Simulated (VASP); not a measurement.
# SiNi (Pnma) in VASP: relaxation of cell and atoms with PBEsol

Aim: the relaxation of cell and atoms of SiNi with PBEsol.

Program: VASP 6.6.1. These are calculated values, not measurements. Logs are shortened: lines on timing, memory, paths and dates and some standing lists are left out, and cuts for length are marked.

## Step 1: The cell of the first run

The structure is orthorhombic, space group Pnma (No. 62). Conventional cell: a = 5.173 Å, b = 3.338 Å, c = 5.605 Å, α = 90.00°, β = 90.00°, γ = 90.00°. Within 3.0 Å of Si (site symmetry m) lie 6 Ni at 2.28 to 2.40 Å and 2 Si at 2.66 Å. Ni (site symmetry m) has 6 Si at 2.28 to 2.40 Å and 4 Ni at 2.68 to 2.69 Å within 3.0 Å.

## Step 2: Relaxation of cell and atoms, PBEsol

INCAR reads:

```
SYSTEM = SiNi
PREC = Accurate ; ENCUT = 600
EDIFF = 1E-7 ; ISMEAR = 0
SIGMA = 0.05 ; LREAL = .FALSE.
LASPH = .TRUE. ; NELM = 120
ALGO = Normal ; ISIF = 3
LWAVE = .FALSE. ; LCHARG = .FALSE.
GGA = PS ; IBRION = 2
NSW = 80 ; EDIFFG = -0.01
GGA_COMPAT = .FALSE. ; NELMIN = 4
```

KPOINTS reads:

```
Automatic mesh
0
G
  8 10 6
  0 0 0
```

POSCAR reads:

```
SiNi
1.0
    5.1731000000      0.0000000000      0.0000000000
    0.0000000000      3.3381000000      0.0000000000
    0.0000000000      0.0000000000      5.6049000000
Si Ni
4 4
Direct
    0.3212800000      0.7500000000      0.0825000000
    0.1787200000      0.2500000000      0.5825000000
    0.8212800000      0.7500000000      0.4175000000
    0.6787200000      0.2500000000      0.9175000000
    0.0077900000      0.2500000000      0.1875200000
    0.4922100000      0.7500000000      0.6875200000
    0.5077900000      0.2500000000      0.3124800000
    0.9922100000      0.7500000000      0.8124800000
```

Potentials or basis: VASP PAW PBE potentials, release 64 (Si, Ni).

On the command line:

```sh
> cat potpaw_PBE.64/Si/POTCAR potpaw_PBE.64/Ni/POTCAR > POTCAR
> mpirun -np 1 vasp_std > vasp.out
```

OUTCAR:

```text
SYSTEM = SiNi
   PREC = Accurate
   ENCUT = 600
   EDIFF = 1E-7
   ISMEAR = 0
   LREAL = .FALSE.
   LASPH = .TRUE.
   NELM = 120
   ISIF = 3
   GGA = PS
   IBRION = 2
   NSW = 80
   EDIFFG = -0.01
   NELMIN = 4

 ion  position               nearest neighbor table
   1  0.321  0.750  0.083-   8 2.28   7 2.32   7 2.32   6 2.38   5 2.40   5 2.40   4 2.66   4 2.66

   2  0.179  0.250  0.583-   7 2.28   8 2.32   8 2.32   5 2.38   6 2.40   6 2.40   3 2.66   3 2.66

   3  0.821  0.750  0.417-   6 2.28   5 2.32   5 2.32   8 2.38   7 2.40   7 2.40   2 2.66   2 2.66

   4  0.679  0.250  0.917-   5 2.28   6 2.32   6 2.32   7 2.38   8 2.40   8 2.40   1 2.66   1 2.66

   5  0.008  0.250  0.188-   4 2.28   3 2.32   3 2.32   2 2.38   1 2.40   1 2.40   7 2.68   7 2.68
                             8 2.69   8 2.69
   6  0.492  0.750  0.688-   3 2.28   4 2.32   4 2.32   1 2.38   2 2.40   2 2.40   8 2.68   8 2.68
                             7 2.69   7 2.69
   7  0.508  0.250  0.312-   2 2.28   1 2.32   1 2.32   4 2.38   3 2.40   3 2.40   5 2.68   5 2.68
                             6 2.69   6 2.69
   8  0.992  0.750  0.812-   1 2.28   2 2.32   2 2.32   3 2.38   4 2.40   4 2.40   6 2.68   6 2.68
                             5 2.69   5 2.69

  LATTYP: Found a simple orthorhombic cell.
 ALAT       =     3.3381000000
 B/A-ratio  =     1.5497139091
 C/A-ratio  =     1.6790689314

  Lattice vectors:

 A1 = (   0.0000000000,  -3.3381000000,   0.0000000000)
 A2 = (   5.1731000000,   0.0000000000,   0.0000000000)
 A3 = (   0.0000000000,   0.0000000000,   5.6049000000)

Analysis of symmetry for initial positions (statically):
=====================================================================
 Subroutine PRICEL returns:
 Original cell was already a primitive cell.

 Routine SETGRP: Setting up the symmetry group for a
 simple orthorhombic supercell.

 Subroutine GETGRP returns: Found  8 space group operations
 (whereof  2 operations were pure point group operations)
 out of a pool of  8 trial point group operations.

The static configuration has the point symmetry S_2 .
 The point group associated with its full space group is D_2h.

Analysis of symmetry for dynamics (positions and initial velocities):
=====================================================================
 Subroutine PRICEL returns:
 Original cell was already a primitive cell.

 Routine SETGRP: Setting up the symmetry group for a
 simple orthorhombic supercell.

 Subroutine GETGRP returns: Found  8 space group operations
 (whereof  2 operations were pure point group operations)
 out of a pool of  8 trial point group operations.

The dynamic configuration has the point symmetry S_2 .
 The point group associated with its full space group is D_2h.

 Subroutine INISYM returns: Found  8 space group operations
 (whereof  2 operations are pure point group operations),
 and found     1 'primitive' translations

----------------------------------------------------------------------------------------

                                     Primitive cell

  volume of cell :      96.7872

  direct lattice vectors                    reciprocal lattice vectors
     5.173100000  0.000000000  0.000000000     0.193307688  0.000000000  0.000000000
     0.000000000  3.338100000  0.000000000     0.000000000  0.299571613  0.000000000
     0.000000000  0.000000000  5.604900000     0.000000000  0.000000000  0.178415315

  length of vectors
     5.173100000  3.338100000  5.604900000     0.193307688  0.299571613  0.178415315

  position of ions in fractional coordinates (direct lattice)
     0.321280000  0.750000000  0.082500000
     0.178720000  0.250000000  0.582500000
     0.821280000  0.750000000  0.417500000
     0.678720000  0.250000000  0.917500000
     0.007790000  0.250000000  0.187520000
     0.492210000  0.750000000  0.687520000
     0.507790000  0.250000000  0.312480000
     0.992210000  0.750000000  0.812480000

  ion indices of the primitive-cell ions
   primitive index   ion index
                 1           1
                 2           2
                 3           3
                 4           4
                 5           5
                 6           6
                 7           7
                 8           8

----------------------------------------------------------------------------------------

 KPOINTS: Automatic mesh

Automatic generation of k-mesh.
 Grid dimensions read from file:
 generate k-points for:    8   10    6

 Generating k-lattice:

  Cartesian coordinates                     Fractional coordinates (reciprocal lattice)
     0.024163461  0.000000000  0.000000000     0.125000000  0.000000000  0.000000000
     0.000000000  0.029957161  0.000000000     0.000000000  0.100000000  0.000000000
     0.000000000  0.000000000  0.029735886     0.000000000  0.000000000  0.166666667

  Length of vectors
     0.024163461  0.029957161  0.029735886

  Shift w.r.t. Gamma in fractional coordinates (k-lattice)
     0.000000000  0.000000000  0.000000000

 Subroutine IBZKPT returns following result:
 ===========================================

 Found    120 irreducible k-points:

 Following reciprocal coordinates:
            Coordinates               Weight
  0.000000  0.000000  0.000000      1.000000
  0.125000  0.000000  0.000000      2.000000
  0.250000  0.000000  0.000000      2.000000
  0.375000  0.000000  0.000000      2.000000
  0.500000  0.000000  0.000000      1.000000
  0.000000  0.100000  0.000000      2.000000
[... 16 lines left out ...]
  0.250000  0.400000  0.000000      4.000000
  0.375000  0.400000  0.000000      4.000000
 [... further k-points ...]
   k-points           NKPTS =    120   k-points in BZ     NKDIM =    120   number of bands    NBANDS=     33
   number of dos      NEDOS =    301   number of ions     NIONS =      8
   total plane-waves  NPLWV =  56448
   dimension x,y,z NGX =    42 NGY =   28 NGZ =   48
   dimension x,y,z NGXF=    84 NGYF=   56 NGZF=   96
   ions per type =               4   4
   NGX,Y,Z   is equivalent  to a cutoff of  13.50, 13.94, 14.24 a.u.
   NGXF,Y,Z  is equivalent  to a cutoff of  26.99, 27.89, 28.47 a.u.
 SYSTEM =  SiNi
   PREC   = accura    normal or accurate (medium, high low for compatibility)
   ISTART =      0    job   : 0-new  1-cont  2-samecut
   ICHARG =      2    charge: 1-file 2-atom 10-const
   ISPIN  =      1    spin polarized calculation?
   LNONCOLLINEAR =      F non collinear calculations
   LSORBIT =      F    spin-orbit coupling
   LASPH  =      T    aspherical Exc in radial PAW
   ENCUT  =  600.0 eV  44.10 Ry    6.64 a.u.  10.33  6.67 11.19*2*pi/ulx,y,z
   NELM   =    120;   NELMIN=  4; NELMDL= -5     # of ELM steps
   EDIFF  = 0.1E-06   stopping-criterion for ELM
   LREAL  =      F    real-space projection
   EDIFFG = -.1E-01   stopping-criterion for IOM
   NSW    =     80    number of steps for IOM
   IBRION =      2    ionic relax: 0-MD 1-quasi-New 2-CG
   NFREE  =      1    steps in history (QN), initial steepest desc. (CG)
   ISIF   =      3    stress and relaxation
   ISYM   =      2    0-nonsym 1-usesym 2-fastsym
   POTIM  = 0.5000    time-step for ionic-motion
   TEBEG  =    0.0;   TEEND  =   0.0 temperature during run
   PSTRESS=    0.0 pullay stress
   NELECT =      56.0000    total number of electrons
   NUPDOWN=      -1.0000    fix difference up-down
   EMIN   =  10.00;   EMAX   =-10.00  energy-range for DOS
   EFERMI =   0.00;   METHOD = LEGACY
   ISMEAR =     0;   SIGMA  =   0.05  broadening in eV -4-tet -1-fermi 0-gaus
   EFERMI_NEDOS =   21; number of points for ismear=-14 and -15
   IALGO  =     38    algorithm
   IMIX   =      4    mixing-type and parameters
     AMIX     =   0.40;   BMIX     =  1.00
     AMIX_MAG =   1.60;   BMIX_MAG =  1.00
  volume/ion in A,a.u.               =      12.10        81.64
  Fermi-wavevector in a.u.,A,eV,Ry     =   1.364158  2.577886 25.319466  1.860928
  Thomas-Fermi vector in A             =   2.490499
   LORBIT       =      0    0 simple, 1 ext, 2 COOP (PROOUT), +10 PAW based schemes
   GGA     = PS    functional components
   LHFCALC =     F    Hartree Fock is set to
   AEXX    =    0.0000 exact exchange contribution
   IVDW    =     0    specifies the selected vdW correction
   LEPSILON=     F    determine dielectric tensor
   LRPA    =     F    only Hartree local field effects (RPA)
 conjugate gradient relaxation of ions
 non-spin polarized calculation
 Gauss-broadening in eV      SIGMA  =   0.05
  energy-cutoff  :      600.00
  volume of cell :       96.79
 maximum number of plane-waves:      3260
 NGX is ok and might be reduce to    42
   NGX = 21   NGY = 13   NGZ = 23

--------------------------------------- Ionic step        1  -------------------------------------------

 number of electron      56.0000001 magnetization

 Free energy of the ion-electron system (eV)
  ---------------------------------------------------
  ext. energy  EPLUGINS =         0.00000000
  ---------------------------------------------------
  free energy    TOTEN  =       -52.23245775 eV

  energy without entropy =      -52.22901079  energy(sigma->0) =      -52.23073427

------------------------ aborting loop because EDIFF is reached ----------------------------------------

  FORCE on cell =-STRESS in cart. coord.  units (eV):
  Direction    XX          YY          ZZ          XY          YZ          ZX
  --------------------------------------------------------------------------------------
  -------------------------------------------------------------------------------------
  Total       -2.8605883     -2.1853540     -2.4966620     -0.0000000      0.0000000      0.0000000
  in kB      -47.3530383    -36.1754788    -41.3287483     -0.0000000      0.0000000      0.0000000
  external PRESSURE =     -41.6190885 kB  Pullay stress =       0.0000000 kB
[... 107 lines left out ...]
  FREE ENERGIE OF THE ION-ELECTRON SYSTEM (eV)
  ---------------------------------------------------
  free  energy   TOTEN  =       -52.2623067929 eV

  energy  without entropy=      -52.2591950800  energy(sigma->0) =      -52.26075094

[... ionic steps 4 to 7 ...]

--------------------------------------- Ionic step        8  -------------------------------------------

 number of electron      56.0000017 magnetization

------------------------ aborting loop because EDIFF is reached ----------------------------------------

  FORCE on cell =-STRESS in cart. coord.  units (eV):
  Direction    XX          YY          ZZ          XY          YZ          ZX
  --------------------------------------------------------------------------------------
  -------------------------------------------------------------------------------------
  Total        0.1291292      0.0970708      0.1301665     -0.0000000      0.0000000      0.0000000
  in kB        2.1909739      1.6470302      2.2085740     -0.0000000      0.0000000      0.0000000
  external PRESSURE =       2.0155260 kB  Pullay stress =       0.0000000 kB
[... 69 lines left out ...]
  energy  without entropy=      -52.2679939384  energy(sigma->0) =      -52.26889018

--------------------------------------- Ionic step       10  -------------------------------------------

 number of electron      56.0000016 magnetization

 Free energy of the ion-electron system (eV)
  ---------------------------------------------------
  ext. energy  EPLUGINS =         0.00000000
  ---------------------------------------------------
  free energy    TOTEN  =       -52.26993691 eV

  energy without entropy =      -52.26817898  energy(sigma->0) =      -52.26905794

 E-fermi :  10.6511     XC(G=0): -12.4503

 val. band max:       10.6468593592   @ k =   0.0000   0.5000   0.3333
 cond. band min:      10.6997190338   @ k =   0.1250   0.4000   0.0000
 fundamental gap:      0.0528596746
 Fermi energy:        10.6510728263

 k-point     1 :       0.0000    0.0000    0.0000
  band No.  band energies     occupation
      1      -2.5198      2.00000
      2       0.9908      2.00000
      3       2.1697      2.00000
      4       2.8299      2.00000
      5       4.0246      2.00000
      6       4.5537      2.00000
[... 853 lines left out ...]
     32      11.9079      0.00000
     33      13.2511      0.00000

 [... further k-points ...]

------------------------ aborting loop because EDIFF is reached ----------------------------------------

  FORCE on cell =-STRESS in cart. coord.  units (eV):
  Direction    XX          YY          ZZ          XY          YZ          ZX
  --------------------------------------------------------------------------------------
  -------------------------------------------------------------------------------------
  Total       -0.0098361     -0.0343534     -0.0042812      0.0000000      0.0000000      0.0000000
  in kB       -0.1667349     -0.5823356     -0.0725719      0.0000000      0.0000000      0.0000000
  external PRESSURE =      -0.2738808 kB  Pullay stress =       0.0000000 kB
[... 23 lines left out ...]
  FREE ENERGIE OF THE ION-ELECTRON SYSTEM (eV)
  ---------------------------------------------------
  free  energy   TOTEN  =       -52.2699369078 eV

  energy  without entropy=      -52.2681789808  energy(sigma->0) =      -52.26905794

 reached required accuracy - stopping structural energy minimisation
```

Wall time 37 min (1 thread of Intel Xeon Platinum 8488C (Sapphire Rapids), shared host); peak memory 0.48 GiB.

What came out:

```
Free energy                           : -52.2699 eV
Relaxed volume                        : 11.81 Å³/atom
Relaxed cell                          : a = 5.091 Å, b = 3.358 Å, c = 5.529 Å, α = 90.00°, β = 90.00°, γ = 90.00°
Space group after relaxing (to 0.1 Å) : Pnma (No. 62)
Energy gained by relaxing             : 4.7 meV/atom
Ionic steps                           : 10
Pressure after relaxing               : 0.0 GPa
Largest force after relaxing          : 0.005 eV/Å
Band gap on the k mesh                : zero (bands 28 and 29 overlap by 1.88 eV)
```

Forces on the atoms (eV/Å):
```
Si   0.002  0.000  0.002
Si  -0.002  0.000  0.002
Si   0.002  0.000 -0.002
Si  -0.002  0.000 -0.002
Ni   0.005  0.000  0.003
Ni  -0.005  0.000  0.003
Ni   0.005  0.000 -0.003
Ni  -0.005  0.000 -0.003
```

Step by step:
```
step  energy change (eV)  largest force (eV/Å)  pressure (GPa)  volume (Å³)
   1              0.0000                0.0714           -4.16        96.79
   2              0.0008                0.1156            4.76        92.45
   3             -0.0298                0.0653            0.08        94.59
   4             -0.0320                0.0546            0.07        94.58
   5             -0.0352                0.0545            0.06        94.52
   6             -0.0368                0.0264           -0.09        94.58
   7             -0.0370                0.0373           -0.15        94.61
   8             -0.0373                0.0197            0.20        94.43
   9             -0.0373                0.0200            0.22        94.43
  10             -0.0375                0.0054           -0.03        94.52
```

Final structure:
```
CELL_PARAMETERS angstrom
5.09127 0.00000 0.00000
0.00000 3.35758 0.00000
0.00000 0.00000 5.52911
ATOMIC_POSITIONS crystal
Si 0.32144 0.75000 0.08647
Si 0.17856 0.25000 0.58647
Si 0.82144 0.75000 0.41353
Si 0.67856 0.25000 0.91353
Ni 0.00949 0.25000 0.18728
Ni 0.49051 0.75000 0.68728
Ni 0.50949 0.25000 0.31272
Ni 0.99051 0.75000 0.81272
```

Caveat: the PAW data sets were made with another functional, which shifts forces and pressure a little.

The gap in the log of VASP goes by the Fermi energy; the results here count the filled bands.